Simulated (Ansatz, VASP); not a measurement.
**WSe2: VASP beside Ansatz**

```xyz
3
Lattice="3.4338 0.0000 0.0000 -1.7169 2.8321 0.0000 0.0000 0.0000 16.6612" Properties=species:S:1:pos:R:3 pbc="T T T"
W     0.0000    0.0000    0.0000
Se    0.0000    1.8881    1.6728
Se    0.0000    1.8881   14.9884
```

Change from the starting cell: strain +0.0500 x Voigt [1, 0, 0, 0, 0, 0], atoms carried along.

Alike in both runs: task single point; functional PBEsol; k mesh 12 × 12 × 2; occupations gaussian, width 0.05 eV; no spin polarisation.

|  | VASP | Ansatz |
| --- | --- | --- |
| version | VASP 6.6.1 | Ansatz 0.2.0 |
| potentials or method | VASP PAW PBE potentials, release 64 (W_sv, Se), cutoff 520 eV | scalar-relativistic, plane waves, PAW |
| valence electrons in the cell | 26 | 46 |

VASP gave:

* gap on the k mesh at the Fermi level (eV): 1.43
* least direct gap on the mesh (eV): 1.43
* rms of the force components (eV/Å): 0.251

Task: Estimate Ansatz's values.

Result: gap on the k mesh at the Fermi level (eV): 1.44; least direct gap on the mesh (eV): 1.44; rms of the force components (eV/Å): 0.271.

VASP's potentials were made for PBE, not for PBEsol. Atom by atom the forces differ by 0.025 eV/Å (rms over components). VASP's potentials hold 26 valence electrons a cell and Ansatz's 46, so a difference there can come from the potentials and not from the codes. Ansatz's warnings: xc potential rough in thin density.

Spin-orbit coupling is off throughout.
